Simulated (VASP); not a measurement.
# Ti3O4 (I4/mmm) in VASP: single point with r2SCAN

Aim: the single point of Ti3O4 with r2SCAN.

All numbers are computed with VASP 6.6.1; they aren't measurements. Logs are shortened: lines on timing, memory, paths and dates and some standing lists are left out, and cuts for length are marked.

**1. The cell of the first run**

It takes space group I4/mmm (No. 139, tetragonal). The conventional cell has a = 4.124 Å, b = 4.124 Å, c = 8.158 Å, α = 90.00°, β = 90.00°, γ = 90.00°. Within 2.7 Å of Ti (site symmetry -4m2) lie 6 O at 2.04 to 2.06 Å. Within 2.7 Å of Ti (site symmetry 4/mmm) lie 6 O at 2.06 to 2.09 Å. O (site symmetry mmm) has 4 Ti at 2.04 to 2.06 Å within 2.7 Å. Within 2.7 Å of O (site symmetry 4mm) lie 5 Ti at 2.06 to 2.09 Å.

**2. Single point, r2SCAN**

File POSCAR:

```
Ti3O4
1.0
   -2.0621795894      2.0621795894      4.0790667288
    2.0621795894     -2.0621795894      4.0790667288
    2.0621795894      2.0621795894     -4.0790667288
Ti O
3 4
Direct
    0.2500000000      0.7500000000      0.5000000000
    0.5000000000      0.5000000000      0.0000000000
    0.7500000000      0.2500000000      0.5000000000
    0.0000000000      0.5000000000      0.5000000000
    0.2443998300      0.2443998300      0.0000000000
    0.5000000000      0.0000000000      0.5000000000
    0.7556001700      0.7556001700      0.0000000000
```

File INCAR.step1:

```
ALGO = Normal
EDIFF = 1E-4
ENCUT = 520
GGA = PE
ISMEAR = 0
LASPH = T
LCHARG = F
LREAL = F
LWAVE = T
NBANDS = 39
NELM = 100
PREC = Accurate
SIGMA = 0.15
```

File INCAR.step2:

```
ALGO = Normal
EDIFF = 1E-6
ENCUT = 520
ISIF = 2
ISMEAR = 0
ISTART = 1
LASPH = T
LCHARG = T
LELF = T
LMIXTAU = T
LREAL = F
LVHAR = T
LWAVE = F
METAGGA = R2SCAN
NBANDS = 39
NELM = 100
PREC = Accurate
SIGMA = 0.15
```

File KPOINTS:

```
k-points
0
Gamma
  14 14 14
```

Potentials or basis: VASP PAW PBE potentials, release 64 (Ti_sv, O).

Run with:

```
cat potpaw_PBE.64/Ti_sv/POTCAR potpaw_PBE.64/O/POTCAR > POTCAR
cp INCAR.step1 INCAR
mpirun -np 1 vasp_std > vasp.out
cp INCAR.step2 INCAR
mpirun -np 1 vasp_std > vasp.out
```

OUTCAR:

```text
EDIFF = 1E-6
   ENCUT = 520
   ISIF = 2
   ISMEAR = 0
   ISTART = 1
   LASPH = T
   LREAL = F
   METAGGA = R2SCAN
   NELM = 100
   PREC = Accurate

 ion  position               nearest neighbor table
   1  0.250  0.750  0.500-   4 2.04   6 2.04   5 2.06   7 2.06   7 2.06   5 2.06   2 2.90   2 2.90
                             2 2.90   2 2.90   3 2.92   3 2.92   3 2.92   3 2.92
   2  0.500  0.500  0.000-   4 2.06   6 2.06   6 2.06   4 2.06   5 2.09   7 2.09   1 2.90   3 2.90
                             1 2.90   3 2.90   1 2.90   1 2.90   3 2.90   3 2.90
   3  0.750  0.250  0.500-   4 2.04   6 2.04   5 2.06   7 2.06   7 2.06   5 2.06   2 2.90   2 2.90
                             2 2.90   2 2.90   1 2.92   1 2.92   1 2.92   1 2.92
   4  0.000  0.500  0.500-   1 2.04   3 2.04   2 2.06   2 2.06
   5  0.244  0.244  0.000-   3 2.06   1 2.06   1 2.06   3 2.06   2 2.09
   6  0.500  0.000  0.500-   1 2.04   3 2.04   2 2.06   2 2.06
   7  0.756  0.756  0.000-   1 2.06   3 2.06   3 2.06   1 2.06   2 2.09

  LATTYP: Found a body centered tetragonal cell.
 ALAT       =     4.1243591788
 C/A-ratio  =     1.9780366122

  Lattice vectors:

 A1 = (  -2.0621795894,   2.0621795894,   4.0790667288)
 A2 = (   2.0621795894,  -2.0621795894,   4.0790667288)
 A3 = (   2.0621795894,   2.0621795894,  -4.0790667288)

Analysis of symmetry for initial positions (statically):
=====================================================================
 Subroutine PRICEL returns:
 Original cell was already a primitive cell.

 Routine SETGRP: Setting up the symmetry group for a
 body centered tetragonal supercell.

 Subroutine GETGRP returns: Found 16 space group operations
 (whereof 16 operations were pure point group operations)
 out of a pool of 16 trial point group operations.

The static configuration has the point symmetry D_4h.

Analysis of symmetry for dynamics (positions and initial velocities):
=====================================================================
 Subroutine PRICEL returns:
 Original cell was already a primitive cell.

 Routine SETGRP: Setting up the symmetry group for a
 body centered tetragonal supercell.

 Subroutine GETGRP returns: Found 16 space group operations
 (whereof 16 operations were pure point group operations)
 out of a pool of 16 trial point group operations.

The dynamic configuration has the point symmetry D_4h.

 Subroutine INISYM returns: Found 16 space group operations
 (whereof 16 operations are pure point group operations),
 and found     1 'primitive' translations

----------------------------------------------------------------------------------------

                                     Primitive cell

  volume of cell :      69.3863

  direct lattice vectors                    reciprocal lattice vectors
    -2.062179589  2.062179589  4.079066729     0.000000000  0.242461909  0.122577058
     2.062179589 -2.062179589  4.079066729     0.242461909  0.000000000  0.122577058
     2.062179589  2.062179589 -4.079066729     0.242461909  0.242461909  0.000000000

  length of vectors
     5.014374806  5.014374806  5.014374806     0.271685319  0.271685319  0.342892920

  position of ions in fractional coordinates (direct lattice)
     0.250000000  0.750000000  0.500000000
     0.500000000  0.500000000  0.000000000
     0.750000000  0.250000000  0.500000000
     0.000000000  0.500000000  0.500000000
     0.244399830  0.244399830  0.000000000
     0.500000000  0.000000000  0.500000000
     0.755600170  0.755600170  0.000000000

  ion indices of the primitive-cell ions
   primitive index   ion index
                 1           1
                 2           2
                 3           3
                 4           4
                 5           5
                 6           6
                 7           7

----------------------------------------------------------------------------------------

 KPOINTS: k-points

Automatic generation of k-mesh.
 Grid dimensions read from file:
 generate k-points for:   14   14   14

 Generating k-lattice:

  Cartesian coordinates                     Fractional coordinates (reciprocal lattice)
     0.000000000  0.017318708  0.008755504     0.071428571 -0.000000000  0.000000000
     0.017318708  0.000000000  0.008755504    -0.000000000  0.071428571  0.000000000
     0.017318708  0.017318708  0.000000000     0.000000000  0.000000000  0.071428571

  Length of vectors
     0.019406094  0.019406094  0.024492351

  Shift w.r.t. Gamma in fractional coordinates (k-lattice)
     0.000000000  0.000000000  0.000000000

 Subroutine IBZKPT returns following result:
 ===========================================

 Found    244 irreducible k-points:

 Following reciprocal coordinates:
            Coordinates               Weight
  0.000000  0.000000  0.000000      1.000000
  0.071429  0.000000  0.000000      8.000000
  0.142857  0.000000  0.000000      8.000000
  0.214286  0.000000  0.000000      8.000000
  0.285714  0.000000 -0.000000      8.000000
  0.357143  0.000000 -0.000000      8.000000
[... 16 lines left out ...]
  0.214286  0.142857  0.000000     16.000000
  0.285714  0.142857  0.000000     16.000000
 [... further k-points ...]
   k-points           NKPTS =    244   k-points in BZ     NKDIM =    244   number of bands    NBANDS=     39
   number of dos      NEDOS =    301   number of ions     NIONS =      7
   total plane-waves  NPLWV =  64000
   dimension x,y,z NGX =    40 NGY =   40 NGZ =   40
   dimension x,y,z NGXF=    80 NGYF=   80 NGZF=   80
   ions per type =               3   4
   NGX,Y,Z   is equivalent  to a cutoff of  13.26, 13.26, 13.26 a.u.
   NGXF,Y,Z  is equivalent  to a cutoff of  26.52, 26.52, 26.52 a.u.
 SYSTEM =  unknown system
   PREC   = accura    normal or accurate (medium, high low for compatibility)
   ISTART =      1    job   : 0-new  1-cont  2-samecut
   ICHARG =      0    charge: 1-file 2-atom 10-const
   ISPIN  =      1    spin polarized calculation?
   LNONCOLLINEAR =      F non collinear calculations
   LSORBIT =      F    spin-orbit coupling
   LASPH  =      T    aspherical Exc in radial PAW
   ENCUT  =  520.0 eV  38.22 Ry    6.18 a.u.   9.32  9.32  9.32*2*pi/ulx,y,z
   NELM   =    100;   NELMIN=  2; NELMDL=  0     # of ELM steps
   EDIFF  = 0.1E-05   stopping-criterion for ELM
   LREAL  =      F    real-space projection
   EDIFFG = 0.1E-04   stopping-criterion for IOM
   NSW    =      0    number of steps for IOM
   IBRION =     -1    ionic relax: 0-MD 1-quasi-New 2-CG
   NFREE  =      0    steps in history (QN), initial steepest desc. (CG)
   ISIF   =      2    stress and relaxation
   ISYM   =      2    0-nonsym 1-usesym 2-fastsym
   POTIM  = 0.5000    time-step for ionic-motion
   TEBEG  =    0.0;   TEEND  =   0.0 temperature during run
   PSTRESS=    0.0 pullay stress
   NELECT =      60.0000    total number of electrons
   NUPDOWN=      -1.0000    fix difference up-down
   EMIN   =  10.00;   EMAX   =-10.00  energy-range for DOS
   EFERMI =   0.00;   METHOD = LEGACY
   ISMEAR =     0;   SIGMA  =   0.15  broadening in eV -4-tet -1-fermi 0-gaus
   EFERMI_NEDOS =   21; number of points for ismear=-14 and -15
   IALGO  =     38    algorithm
   IMIX   =      4    mixing-type and parameters
     AMIX     =   0.40;   BMIX     =  1.00
     AMIX_MAG =   1.60;   BMIX_MAG =  1.00
  volume/ion in A,a.u.               =       9.91        66.89
  Fermi-wavevector in a.u.,A,eV,Ry     =   1.559675  2.947358 33.097325  2.432585
  Thomas-Fermi vector in A             =   2.662998
   LORBIT       =      0    0 simple, 1 ext, 2 COOP (PROOUT), +10 PAW based schemes
   METAGGA = R2SCAN    functional components
   LHFCALC =     F    Hartree Fock is set to
   AEXX    =    0.0000 exact exchange contribution
   IVDW    =     0    specifies the selected vdW correction
   LEPSILON=     F    determine dielectric tensor
   LRPA    =     F    only Hartree local field effects (RPA)
 non-spin polarized calculation
 Gauss-broadening in eV      SIGMA  =   0.15
  energy-cutoff  :      520.00
  volume of cell :       69.39
 maximum number of plane-waves:      1895
 NGX is ok and might be reduce to    40
   NGX = 19   NGY = 19   NGZ = 19

 number of electron      60.0000001 magnetization

 Free energy of the ion-electron system (eV)
  ---------------------------------------------------
  ext. energy  EPLUGINS =         0.00000000
  ---------------------------------------------------
  free energy    TOTEN  =       -83.95680489 eV

  energy without entropy =      -83.93218216  energy(sigma->0) =      -83.94449353

 E-fermi :   9.9175     XC(G=0): -12.9684

 val. band max:        9.9063412224   @ k =  -0.4286   0.1429   0.0000
 cond. band min:       9.9178534108   @ k =  -0.4286   0.2143   0.0714
 fundamental gap:      0.0115121884
 Fermi energy:         9.9174989379

 k-point     1 :       0.0000    0.0000    0.0000
  band No.  band energies     occupation
      1     -50.8234      2.00000
      2     -50.7108      2.00000
      3     -50.5754      2.00000
      4     -26.2377      2.00000
      5     -26.2215      2.00000
      6     -26.2215      2.00000
[... 31 lines left out ...]
     38      11.5954      0.00000
     39      11.8476      0.00000

 k-point     2 :       0.0714    0.0000    0.0000
  band No.  band energies     occupation
      1     -50.8216      2.00000
      2     -50.7119      2.00000
      3     -50.5759      2.00000
      4     -26.2528      2.00000
      5     -26.2185      2.00000
      6     -26.2055      2.00000
[... 31 lines left out ...]
     38      11.6191      0.00000
     39      11.9261      0.00000

 k-point     3 :       0.1429    0.0000    0.0000
  band No.  band energies     occupation
      1     -50.8164      2.00000
      2     -50.7152      2.00000
      3     -50.5776      2.00000
      4     -26.2693      2.00000
      5     -26.2097      2.00000
      6     -26.1905      2.00000
[... 832 lines left out ...]
 k-point    23 :       0.2143    0.1429    0.0000
  band No.  band energies     occupation
      1     -50.8004      2.00000
      2     -50.7241      2.00000
      3     -50.5839      2.00000
      4     -26.3257      2.00000
      5     -26.2196      2.00000
      6     -26.1850      2.00000
[... 31 lines left out ...]
     38      11.9244      0.00000
     39      12.3841      0.00000

 k-point    24 :       0.2857    0.1429    0.0000
  band No.  band energies     occupation
      1     -50.7906      2.00000
      2     -50.7308      2.00000
      3     -50.5866      2.00000
      4     -26.3337      2.00000
      5     -26.2445      2.00000
      6     -26.1825      2.00000
[... 31 lines left out ...]
     38      12.0870      0.00000
     39      12.6337      0.00000

 [... further k-points ...]

------------------------ aborting loop because EDIFF is reached ----------------------------------------

  FORCE on cell =-STRESS in cart. coord.  units (eV):
  Direction    XX          YY          ZZ          XY          YZ          ZX
  --------------------------------------------------------------------------------------
  -------------------------------------------------------------------------------------
  Total        0.6522081      0.6522081      0.7228844      0.0000000     -0.0000000      0.0000000
  in kB       15.0599319     15.0599319     16.6918947      0.0000000     -0.0000000      0.0000000
  external PRESSURE =      15.6039195 kB  Pullay stress =       0.0000000 kB

 VOLUME and BASIS-vectors are now :
 -----------------------------------------------------------------------------
  energy-cutoff  :      520.00
  volume of cell :       69.39
      direct lattice vectors                 reciprocal lattice vectors
    -2.062179589  2.062179589  4.079066729     0.000000000  0.242461909  0.122577058
     2.062179589 -2.062179589  4.079066729     0.242461909  0.000000000  0.122577058
     2.062179589  2.062179589 -4.079066729     0.242461909  0.242461909  0.000000000

 POSITION                                       TOTAL-FORCE (eV/Angst)
 -----------------------------------------------------------------------------------
      2.06218     -0.00000      2.03953        -0.000000     -0.000000      0.000000
      0.00000      0.00000      4.07907        -0.000000     -0.000000      0.000000
     -0.00000      2.06218      2.03953        -0.000000     -0.000000      0.000000
      2.06218      0.00000      0.00000        -0.000000     -0.000000      0.000000
      0.00000      0.00000      1.99385        -0.000000     -0.000000     -0.064588
      0.00000      2.06218      0.00000        -0.000000     -0.000000      0.000000
      0.00000      0.00000      6.16429         0.000000      0.000000      0.064588
 -----------------------------------------------------------------------------------
    total drift:                               -0.000000      0.000000     -0.000000

  FREE ENERGIE OF THE ION-ELECTRON SYSTEM (eV)
  ---------------------------------------------------
  free  energy   TOTEN  =       -83.9568048919 eV

  energy  without entropy=      -83.9321821638  energy(sigma->0) =      -83.94449353
```

It took 53 min on 1 thread of AMD EPYC 9R45 (Zen 5), shared host; peak memory 0.59 GiB.

What came out:

- Free energy: -83.9568 eV
- Pressure: 1.6 GPa
- Largest force: 0.065 eV/Å
- Band gap on the k mesh: zero (bands 30 and 31 overlap by 3.46 eV)

Forces on the atoms (eV/Å):
```
Ti   0.000  0.000  0.000
Ti   0.000  0.000  0.000
Ti   0.000  0.000  0.000
O    0.000  0.000  0.000
O    0.000  0.000 -0.065
O    0.000  0.000  0.000
O    0.000  0.000  0.065
```

Levels at points of the mesh, in eV from the Fermi level:
```
           k point  band 26  band 27  band 28  band 29  band 30  band 31  band 32  band 33  band 34  band 35
(0.00, 0.00, 0.00)    -4.64    -4.33    -4.33    -2.84    -0.66    -0.66     0.48     0.49     0.49     0.82
(0.50, 0.00, 0.00)    -5.79    -5.61    -4.51    -1.16     0.31     0.37     0.50     0.69     1.08     1.41
(0.50, 0.50, 0.00)    -6.10    -5.77    -3.99     0.79     0.79     1.04     1.13     1.21     1.31     1.62
(0.50, 0.50, 0.50)    -5.33    -4.78    -4.78    -2.52    -2.47    -2.47    -0.02     1.03     1.43     1.49
```

Caveat: the PAW data sets were made with another functional, which shifts forces and pressure a little; semilocal functionals often make such compounds metallic where correlation or magnetic order opens a gap, which also shifts bond lengths.
